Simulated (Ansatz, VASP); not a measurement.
## SrTiO3 in VASP and in Ansatz

```
Sr Ti O
1.0
     3.90528    0.00000    0.00000
     0.00000    3.90528    0.00000
     0.00000    0.00000    3.90528
Sr Ti O
1 1 3
Direct
  0.50000 0.50000 0.50000
  0.00000 0.00000 0.00000
  0.50000 0.00000 0.00000
  0.00000 0.50000 0.00000
  0.00000 0.00000 0.50000
```

Alike in both runs: task single point; functional PBE; k mesh 8 × 8 × 8; no spin polarisation.

|  | VASP | Ansatz |
| --- | --- | --- |
| version | VASP 6.6.1 | Ansatz 0.2.0 |
| potentials or method | VASP PAW PBE potentials, release 64 (Sr_sv, Ti_sv, O) | scalar-relativistic, plane waves, PAW |
| plane-wave cutoff (eV) | 520 | 420 |
| occupations | gaussian, width 0.01 eV | fixed |
| valence electrons in the cell | 40 | 40 |

|  | VASP | Ansatz | Ansatz less VASP |
| --- | --- | --- | --- |
| gap on the k mesh at the Fermi level (eV) | 1.86 | 1.89 | +0.031 |
| least direct gap on the mesh (eV) | 2.21 | 2.23 | +0.021 |
| pressure (GPa) | 4.9 | 4.3 | -0.65 |
